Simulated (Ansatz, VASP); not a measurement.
## MnF2: VASP beside Ansatz

```
CELL_PARAMETERS angstrom
4.87340 0.00000 0.00000
0.00000 4.87340 0.00000
0.00000 0.00000 3.30990
ATOMIC_POSITIONS crystal
Mn 0.00000 0.00000 0.00000
Mn 0.50000 0.50000 0.50000
F 0.30500 0.30500 0.00000
F 0.19500 0.80500 0.50000
F 0.69500 0.69500 0.00000
F 0.80500 0.19500 0.50000
```

Alike in both runs: task single point; functional PBEsol; k mesh 5 × 5 × 7; occupations gaussian, width 0.05 eV; collinear spin; Hubbard terms Mn d U = 6.0 eV.

```csv
,VASP,Ansatz
version,VASP 6.6.1,Ansatz 0.2.0
potentials or method,"VASP PAW PBE potentials, release 64 (Mn_pv, F), cutoff 520 eV","scalar-relativistic, plane waves, PAW"
valence electrons in the cell,54,58
```

|  | VASP | Ansatz | Ansatz less VASP |
| --- | --- | --- | --- |
| gap on the k mesh at the Fermi level (eV) | 2.84 | 2.82 | -0.022 |
| least direct gap on the mesh (eV) | 2.84 | 2.82 | -0.022 |
| pressure (GPa) | 1.1 | 2.6 | +1.59 |
| traceless stress, the component that is largest in VASP (GPa) | -0.08 | 0.24 | +0.317 |
| net moment per atom (μB) | 1.67 | 1.67 | 0.000 |
| size of the moment on the site where the two differ most (μB) | 4.73 | 4.24 | -0.484 |

VASP's potentials were made for PBE, not for PBEsol. Site moments also hang on the region over which each program counts them. The programs project onto different local orbitals, so the same U acts differently, and such runs can settle in different states. VASP's potentials hold 54 valence electrons a cell and Ansatz's 58, so a difference there can come from the potentials and not from the codes.
